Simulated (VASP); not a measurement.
Crystal: TiO2.

```xyz
12
Lattice="6.1123 -1.8708 0.0000 6.1123 1.8708 0.0000 -1.9154 0.0000 6.2865" Properties=species:S:1:pos:R:3 pbc="T T T"
Ti   10.4483    0.0000    1.8206
Ti    1.8438    0.0000    1.7839
Ti   -0.1391    0.0000    4.4659
Ti    8.4654    0.0000    4.5026
O     3.8625    0.0000    1.8444
O     1.9712    0.0000    4.1019
O     8.6946    0.0000    6.2569
O     8.3379    0.0000    2.1846
O    10.3045    0.0000    3.9606
O     1.6145    0.0000    0.0296
O     6.4467    0.0000    4.4421
O     0.0047    0.0000    2.3259
```

Program: VASP 6.6.1. Alike in all runs: task single point; potentials or basis VASP PAW PBE potentials, release 64 (Ti_sv, O); no spin polarisation; cell as given; k mesh 8 × 8 × 4; smearing fermi-dirac 0.05 eV.

Problem. Order these runs on this cell by their pressure, lowest first.
A. level PBEsol+D4; cutoff (eV) 600
B. level RPBE; cutoff (eV) 520
C. level revPBE+D4; cutoff (eV) 520

Solution. A (-4.1 GPa), C (-0.4 GPa), B (7.7 GPa).

Caveats: the PAW data sets were made with another functional, which shifts forces and pressure a little; the cell stands under pressure (at least some runs); the cell stands under tension (at least some runs).
